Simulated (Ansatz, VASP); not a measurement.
**CdTe in VASP and in Ansatz**

File INCAR:

```
PREC = Accurate
ENCUT = 520
EDIFF = 1E-6
ISMEAR = 0
SIGMA = 0.05
LREAL = F
LASPH = T
NELM = 60
ALGO = Normal
ISIF = 2
LWAVE = F
LCHARG = F
NBANDS = 16
```

Contents of KPOINTS:

```
regular mesh
0
Gamma
  8 8 8
```

The input POSCAR:

```
CdTe
1.0
    0.0000000000      3.0637647162      3.1894281867
    3.1894281867      0.0000000000      3.1894281867
    3.1894281867      3.0637647162      0.0000000000
Cd Te
1 1
Direct
    0.0000000000      0.0000000000      0.0000000000
    0.7500000000      0.7500000000      0.7500000000
```

Input for Ansatz:

```yaml
crystal:
  lattice:
    - [0.0, 3.0637647162, 3.1894281867]
    - [3.1894281867, 0.0, 3.1894281867]
    - [3.1894281867, 3.0637647162, 0.0]
  atoms:
    - { symbol: Cd, position: [0.0, 0.0, 0.0] }
    - { symbol: Te, position: [0.75, 0.75, 0.75] }
basis:
  ecutwfc: 420
kpoints:
  mp_grid: { grid: [8, 8, 8] }
hamiltonian:
  xc: lda
  pseudopotentials: { kind: paw }
scf:
  occupations: { method: gaussian, width: 0.05 }
output:
  forces: true
  stress: true
  eigenvalues: true
```

Alike in both runs: task single point; functional LDA; k mesh 8 × 8 × 8; occupations gaussian, width 0.05 eV; no spin polarisation.

|  | VASP | Ansatz |
| --- | --- | --- |
| version | VASP 6.6.1 | Ansatz 0.2.0 |
| potentials or method | VASP PAW LDA potentials, release 64 (Cd, Te), cutoff 520 eV | scalar-relativistic, plane waves, PAW |
| valence electrons in the cell | 18 | 36 |

```tsv
	VASP	Ansatz	Ansatz less VASP
gap on the k mesh at the Fermi level (eV)	0.73	0.69	-0.046
least direct gap on the mesh (eV)	0.73	0.69	-0.046
pressure (GPa)	3.2	2.8	-0.34
traceless stress, the component that is largest in VASP (GPa)	0.38	0.39	+0.008
```

LDA's correlation is that of Perdew and Zunger in VASP and of Perdew and Wang (1992) in Ansatz. VASP's potentials hold 18 valence electrons a cell and Ansatz's 36, so a difference there can come from the potentials and not from the codes.

Neither program's run includes spin-orbit coupling.
